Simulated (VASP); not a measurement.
# La (P6_3/mmc) in VASP: notebook

Aim: see how the results for La move with the level of theory and the settings. Levels: PBEsol, LDA, PBE. Tasks: single point.

Everything below comes from runs of VASP 6.6.1. Logs are shortened: lines on timing, memory, paths and dates and some standing lists are left out, and cuts for length are marked.

### 1 The cell of the first run

The structure is hexagonal, space group P6_3/mmc (No. 194). Conventional cell: a = 3.725 Å, b = 3.725 Å, c = 6.029 Å, α = 90.00°, β = 90.00°, γ = 120.00°. Within 4.9 Å of La (site symmetry -6m2) lie 12 La at 3.70 to 3.72 Å.

### 2 Single point, PBEsol

Input file INCAR:

```
ALGO = Fast ; EDIFF = 1E-6
ENCUT = 520 ; GGA = PS
ISIF = 2 ; ISMEAR = -1
LASPH = True ; LCHARG = False
LREAL = False ; LWAVE = False
NBANDS = 18 ; NELM = 100
PREC = Accurate ; SIGMA = 0.05
```

Input file KPOINTS:

```
k-points
0
Gamma
  8 8 5
```

Input file POSCAR:

```
La
1.0
    3.7248314564      0.0000000000      0.0000000000
   -1.8624157282      3.2257986661      0.0000000000
    0.0000000000      0.0000000000      6.0292605175
La
2
Direct
    0.6666666667      0.3333333333      0.7500000000
    0.3333333333      0.6666666667      0.2500000000
```

Potentials or basis: VASP PAW PBE potentials, release 64 (La).

Command:

```
> cat potpaw_PBE.64/La/POTCAR > POTCAR
> mpirun -np 1 vasp_std > vasp.out
```

OUTCAR:

```text
EDIFF = 1E-6
   ENCUT = 520
   GGA = PS
   ISIF = 2
   ISMEAR = -1
   LASPH = True
   LREAL = False
   NELM = 100
   PREC = Accurate

 ion  position               nearest neighbor table
   1  0.667  0.333  0.750-
   2  0.333  0.667  0.250-

  LATTYP: Found a hexagonal cell.
 ALAT       =     3.7248314564
 C/A-ratio  =     1.6186666667

  Lattice vectors:

 A1 = (   3.7248314564,   0.0000000000,   0.0000000000)
 A2 = (  -1.8624157282,   3.2257986661,   0.0000000000)
 A3 = (   0.0000000000,   0.0000000000,   6.0292605175)

Analysis of symmetry for initial positions (statically):
=====================================================================
 Subroutine PRICEL returns:
 Original cell was already a primitive cell.

 Routine SETGRP: Setting up the symmetry group for a
 hexagonal supercell.

 Subroutine GETGRP returns: Found 24 space group operations
 (whereof 12 operations were pure point group operations)
 out of a pool of 24 trial point group operations.

The static configuration has the point symmetry D_3d.
 The point group associated with its full space group is D_6h.

Analysis of symmetry for dynamics (positions and initial velocities):
=====================================================================
 Subroutine PRICEL returns:
 Original cell was already a primitive cell.

 Routine SETGRP: Setting up the symmetry group for a
 hexagonal supercell.

 Subroutine GETGRP returns: Found 24 space group operations
 (whereof 12 operations were pure point group operations)
 out of a pool of 24 trial point group operations.

The dynamic configuration has the point symmetry D_3d.
 The point group associated with its full space group is D_6h.

 Subroutine INISYM returns: Found 24 space group operations
 (whereof 12 operations are pure point group operations),
 and found     1 'primitive' translations

----------------------------------------------------------------------------------------

[... 75 lines left out ...]
   number of dos      NEDOS =    301   number of ions     NIONS =      2
   total plane-waves  NPLWV =  37632
   dimension x,y,z NGX =    28 NGY =   28 NGZ =   48
   dimension x,y,z NGXF=    56 NGYF=   56 NGZF=   96
   ions per type =               2
   NGX,Y,Z   is equivalent  to a cutoff of  12.50, 12.50, 13.24 a.u.
   NGXF,Y,Z  is equivalent  to a cutoff of  24.99, 24.99, 26.47 a.u.
 SYSTEM =  unknown system
   PREC   = accura    normal or accurate (medium, high low for compatibility)
   ISTART =      0    job   : 0-new  1-cont  2-samecut
   ICHARG =      2    charge: 1-file 2-atom 10-const
   ISPIN  =      1    spin polarized calculation?
   LNONCOLLINEAR =      F non collinear calculations
   LSORBIT =      F    spin-orbit coupling
   LASPH  =      T    aspherical Exc in radial PAW
   ENCUT  =  520.0 eV  38.22 Ry    6.18 a.u.   6.93  6.93 11.21*2*pi/ulx,y,z
   NELM   =    100;   NELMIN=  2; NELMDL= -5     # of ELM steps
   EDIFF  = 0.1E-05   stopping-criterion for ELM
   LREAL  =      F    real-space projection
[... 7 lines left out ...]
   TEBEG  =    0.0;   TEEND  =   0.0 temperature during run
   PSTRESS=    0.0 pullay stress
   NELECT =      22.0000    total number of electrons
   NUPDOWN=      -1.0000    fix difference up-down
   EMIN   =  10.00;   EMAX   =-10.00  energy-range for DOS
   EFERMI =   0.00;   METHOD = LEGACY
   ISMEAR =    -1;   SIGMA  =   0.05  broadening in eV -4-tet -1-fermi 0-gaus
   EFERMI_NEDOS =   21; number of points for ismear=-14 and -15
   IALGO  =     68    algorithm
   IMIX   =      4    mixing-type and parameters
     AMIX     =   0.40;   BMIX     =  1.00
     AMIX_MAG =   1.60;   BMIX_MAG =  1.00
  volume/ion in A,a.u.               =      36.22       244.44
  Fermi-wavevector in a.u.,A,eV,Ry     =   1.100389  2.079435 16.474709  1.210857
  Thomas-Fermi vector in A             =   2.236800
   LORBIT       =      0    0 simple, 1 ext, 2 COOP (PROOUT), +10 PAW based schemes
   GGA     = PS    functional components
   LHFCALC =     F    Hartree Fock is set to
   AEXX    =    0.0000 exact exchange contribution
   IVDW    =     0    specifies the selected vdW correction
   LEPSILON=     F    determine dielectric tensor
   LRPA    =     F    only Hartree local field effects (RPA)
 non-spin polarized calculation
 RMM-DIIS sequential band-by-band and
  energy-cutoff  :      520.00
  volume of cell :       72.44
 maximum number of plane-waves:      1960
 NGX is ok and might be reduce to    28
   NGX = 13   NGY = 13   NGZ = 23

 number of electron      21.9999998 magnetization

 Free energy of the ion-electron system (eV)
  ---------------------------------------------------
  ext. energy  EPLUGINS =         0.00000000
  ---------------------------------------------------
  free energy    TOTEN  =       -10.60823631 eV

  energy without entropy =      -10.57201962  energy(sigma->0) =      -10.59012796

 E-fermi :   7.9581     XC(G=0):  -9.7868

 val. band max:        7.9276910465   @ k =   0.2500   0.2500   0.4000
 cond. band min:       7.9835960748   @ k =   0.2500   0.0000   0.0000
 fundamental gap:      0.0559050283
 Fermi energy:         7.9581372967

 k-point     1 :       0.0000    0.0000    0.0000
  band No.  band energies     occupation
      1     -24.8445      2.00000
      2     -24.6199      2.00000
      3      -9.2384      2.00000
      4      -7.9325      2.00000
      5      -7.9325      2.00000
      6      -7.7316      2.00000
[... 481 lines left out ...]
      5      -8.2329      2.00000
      6      -8.1130      2.00000
[... 10 lines left out ...]
     17       9.8254      0.00000
     18       9.8934      0.00000

 [... further k-points ...]

------------------------ aborting loop because EDIFF is reached ----------------------------------------

  FORCE on cell =-STRESS in cart. coord.  units (eV):
  Direction    XX          YY          ZZ          XY          YZ          ZX
  --------------------------------------------------------------------------------------
  -------------------------------------------------------------------------------------
  Total       -0.3904006     -0.3904006     -0.4950198      0.0000000      0.0000000      0.0000000
  in kB       -8.6340212     -8.6340212    -10.9477578      0.0000000      0.0000000      0.0000000
  external PRESSURE =      -9.4052668 kB  Pullay stress =       0.0000000 kB

 VOLUME and BASIS-vectors are now :
 -----------------------------------------------------------------------------
  energy-cutoff  :      520.00
  volume of cell :       72.44
      direct lattice vectors                 reciprocal lattice vectors
     3.724831456  0.000000000  0.000000000     0.268468523  0.155000374  0.000000000
    -1.862415728  3.225798666  0.000000000     0.000000000  0.310000748  0.000000000
     0.000000000  0.000000000  6.029260518     0.000000000  0.000000000  0.165857819

 POSITION                                       TOTAL-FORCE (eV/Angst)
 -----------------------------------------------------------------------------------
      1.86242      1.07527      4.52195        -0.000000      0.000000      0.000000
     -0.00000      2.15053      1.50732         0.000000      0.000000      0.000000
 -----------------------------------------------------------------------------------
    total drift:                               -0.000000      0.000000     -0.000000

  FREE ENERGIE OF THE ION-ELECTRON SYSTEM (eV)
  ---------------------------------------------------
  free  energy   TOTEN  =       -10.6082363102 eV

  energy  without entropy=      -10.5720196151  energy(sigma->0) =      -10.59012796
```

It took 82 s on 1 thread of Intel Xeon Platinum 8559C (Emerald Rapids), shared host; peak memory 0.21 GiB.

What came out:

* Free energy: -10.6082 eV
* Pressure: -0.9 GPa
* Band gap on the k mesh: zero (bands 11 and 12 overlap by 1.34 eV)

Stress tensor (GPa, compression positive):
```
-0.86  0.00  0.00
 0.00 -0.86  0.00
 0.00  0.00 -1.09
```

Caveat: the PAW data sets were made with another functional, which shifts forces and pressure a little; spin-orbit coupling is left out, which moves the levels of the heavy elements.

### 3 Single point, PBEsol

This run uses another cell than the first one, of 39.18 Å³/atom.

Input file INCAR:

```
SYSTEM = La
PREC = Accurate
ENCUT = 520
EDIFF = 1E-7
ISMEAR = -1
SIGMA = 0.05
LREAL = .FALSE.
LASPH = .TRUE.
NELM = 60
ALGO = Normal
ISIF = 2
LWAVE = .FALSE.
LCHARG = .FALSE.
GGA = PS
NBANDS = 18
```

Input file KPOINTS:

```
regular mesh
0
G
  8 8 5
  0 0 0
```

Input file POSCAR:

```
La
1.0
    3.8235480841      0.0000000000      0.0000000000
   -1.9117740420      3.3112897734      0.0000000000
    0.0000000000      0.0000000000      6.1890498321
La
2
Direct
    0.6666666667      0.3333333333      0.7500000000
    0.3333333333      0.6666666667      0.2500000000
```

Potentials or basis: VASP PAW PBE potentials, release 64 (La).

Command:

```
> cat potpaw_PBE.64/La/POTCAR > POTCAR
> mpirun -np 1 vasp_std > vasp.out
```

Run time: 23 s. Hardware: 1 thread of Intel Xeon Platinum 8559C (Emerald Rapids), shared host; peak memory 0.21 GiB.

Results (log left out):

| Item | Value |
| --- | --- |
| Free energy | -10.5393 eV |
| Pressure | -2.7 GPa |
| Band gap on the k mesh | zero (bands 11 and 12 overlap by 1.24 eV) |

Stress tensor (GPa, compression positive):
```
-2.60  0.00  0.00
 0.00 -2.60  0.00
 0.00  0.00 -3.00
```

Levels at points of the mesh, in eV from the Fermi level:
```csv
k point,band 7,band 8,band 9,band 10,band 11,band 12,band 13,band 14,band 15,band 16
"(0.00, 0.00, 0.00)",-15.95,-15.93,-3.26,-1.72,1.08,1.30,1.30,1.50,1.57,1.60
"(0.50, 0.00, 0.00)",-16.22,-16.10,-1.48,-1.18,-1.05,1.04,1.21,1.22,1.45,1.75
```

Caveat: the PAW data sets were made with another functional, which shifts forces and pressure a little; spin-orbit coupling is left out, which moves the levels of the heavy elements.

### 4 Single point, PBEsol

This run uses another cell than the first one, of 36.96 Å³/atom.

Input file INCAR:

```
SYSTEM = La
PREC = Accurate ; ENCUT = 520
EDIFF = 1E-7 ; ISMEAR = -1
SIGMA = 0.05 ; LREAL = .False.
LASPH = .True. ; NELM = 100
ALGO = Fast ; ISIF = 2
LWAVE = .False. ; LCHARG = .False.
GGA = PS ; NBANDS = 18
```

Input file KPOINTS:

```
regular mesh
0
Gamma
  8 8 5
  0 0 0
```

Input file POSCAR:

```
La
1.0
    3.7500000000      0.0000000000      0.0000000000
   -1.8750000000      3.2475952642      0.0000000000
    0.0000000000      0.0000000000      6.0700000000
La
2
Direct
    0.6666666667      0.3333333333      0.7500000000
    0.3333333333      0.6666666667      0.2500000000
```

Command:

```
> cat potpaw_PBE.64/La/POTCAR > POTCAR
> mpirun -np 1 vasp_std > vasp.out
```

Run time: 4.7 min. Hardware: 1 thread of AMD EPYC 7R43 (Zen 3), shared host; peak memory 0.18 GiB.

The run converged. Its results:

| Item | Value |
| --- | --- |
| Free energy | -10.5973 eV |
| Pressure | -1.4 GPa |
| Band gap on the k mesh | zero (bands 11 and 12 overlap by 1.31 eV) |

Stress tensor (GPa, compression positive):
```
-1.34  0.00  0.00
 0.00 -1.34  0.00
 0.00  0.00 -1.63
```

Levels at points of the mesh, in eV from the Fermi level:
```
           k point  band 8  band 9  band 10  band 11  band 12  band 13  band 14  band 15
(0.00, 0.00, 0.00)  -15.73   -3.24    -1.79     1.11     1.33     1.33     1.59     1.67
(0.50, 0.00, 0.00)  -15.93   -1.61    -1.19    -1.15     1.21     1.23     1.32     1.52
```

Caveat: the PAW data sets were made with another functional, which shifts forces and pressure a little; spin-orbit coupling is left out, which moves the levels of the heavy elements.

### 5 Single point, LDA

This run uses another cell than the first one, of 36.96 Å³/atom.

Input file INCAR:

```
SYSTEM = La
  ALGO = Normal
  EDIFF = 1E-7
  ENCUT = 520
  ISIF = 2
  ISMEAR = -1
  LASPH = .True.
  LCHARG = .True.
  LELF = .True.
  LREAL = .False.
  LVHAR = .True.
  LWAVE = .False.
  NBANDS = 18
  NELM = 80
  PREC = Accurate
  SIGMA = 0.05
```

Input file KPOINTS:

```
k-points
0
Gamma
  8 8 5
  0 0 0
```

POSCAR is that of step 4.

Potentials or basis: VASP PAW LDA potentials, release 64 (La).

Command:

```
> cat potpaw_LDA.64/La/POTCAR > POTCAR
> mpirun -np 1 vasp_std > vasp.out
```

It took 37 s on 1 thread of AMD EPYC 7R43 (Zen 3), shared host; peak memory 0.15 GiB.

It converged, with:

- Free energy: -10.9942 eV
- Pressure: -2.9 GPa
- Band gap on the k mesh: zero (bands 11 and 12 overlap by 1.21 eV)

Stress tensor (GPa, compression positive):
```
-2.77  0.00  0.00
 0.00 -2.77  0.00
 0.00  0.00 -3.04
```

Levels at points of the mesh, in eV from the Fermi level:
```csv
k point,band 8,band 9,band 10,band 11,band 12,band 13,band 14,band 15
"(0.00, 0.00, 0.00)",-15.70,-3.19,-1.77,1.00,1.30,1.30,1.37,1.45
"(0.50, 0.00, 0.00)",-15.89,-1.60,-1.17,-1.13,1.18,1.22,1.26,1.32
```

Caveat: spin-orbit coupling is left out, which moves the levels of the heavy elements.

### 6 Single point, PBE

This run uses another cell than the first one, of 36.96 Å³/atom.

Input file INCAR:

```
SYSTEM = La
PREC = Accurate
ENCUT = 520
EDIFF = 1E-7
ISMEAR = -1
SIGMA = 0.05
LREAL = .FALSE.
LASPH = .TRUE.
NELM = 60
ALGO = Normal
ISIF = 2
LWAVE = .FALSE.
LCHARG = .FALSE.
GGA = PE
NBANDS = 18
```

Input file KPOINTS:

```
Automatic mesh
0
G
  8 8 5
  0 0 0
```

POSCAR is that of step 5.

Potentials or basis: VASP PAW PBE potentials, release 64 (La).

Command:

```
> cat potpaw_PBE.64/La/POTCAR > POTCAR
> mpirun -np 1 vasp_std > vasp.out
```

Wall time 60 s (1 thread of AMD EPYC 7R43 (Zen 3), shared host); peak memory 0.17 GiB.

Results (log left out):

| Property | Result |
| --- | --- |
| Free energy | -9.7126 eV |
| Pressure | 0.7 GPa |
| Band gap on the k mesh | zero (bands 11 and 12 overlap by 1.31 eV) |

Stress tensor (GPa, compression positive):
```
0.86 0.00 0.00
0.00 0.86 0.00
0.00 0.00 0.52
```

Levels at points of the mesh, in eV from the Fermi level:
```
           k point  band 8  band 9  band 10  band 11  band 12  band 13  band 14  band 15
(0.00, 0.00, 0.00)  -15.83   -3.17    -1.75     1.10     1.33     1.33     1.55     1.64
(0.50, 0.00, 0.00)  -16.02   -1.60    -1.15    -1.15     1.20     1.24     1.31     1.50
```

Caveat: spin-orbit coupling is left out, which moves the levels of the heavy elements.

### 7 Overview

```tsv
level	potentials or basis	cell	gap on the mesh (eV)	pressure (GPa)
PBEsol	VASP PAW PBE potentials, release 64 (La)	a = 3.725, b = 3.725, c = 6.029 Å, angles 90.0, 90.0, 120.0°, 2 atoms	none	-0.9
PBEsol	VASP PAW PBE potentials, release 64 (La)	a = 3.824, b = 3.824, c = 6.189 Å, angles 90.0, 90.0, 120.0°, 2 atoms	none	-2.7
PBEsol	VASP PAW PBE potentials, release 64 (La)	a = 3.750, b = 3.750, c = 6.070 Å, angles 90.0, 90.0, 120.0°, 2 atoms	none	-1.4
LDA	VASP PAW LDA potentials, release 64 (La)	a = 3.750, b = 3.750, c = 6.070 Å, angles 90.0, 90.0, 120.0°, 2 atoms	none	-2.9
PBE	VASP PAW PBE potentials, release 64 (La)	a = 3.750, b = 3.750, c = 6.070 Å, angles 90.0, 90.0, 120.0°, 2 atoms	none	0.7
```

Alike in all rows: task single point; no spin polarisation; k mesh 8 × 8 × 5; cutoff (eV) 520; smearing fermi-dirac 0.05 eV.

Caveats: spin-orbit coupling is left out, which moves the levels of the heavy elements; the PAW data sets were made with another functional, which shifts forces and pressure a little (at least some runs).

Absolute energies hang on the potentials; compare differences alone.
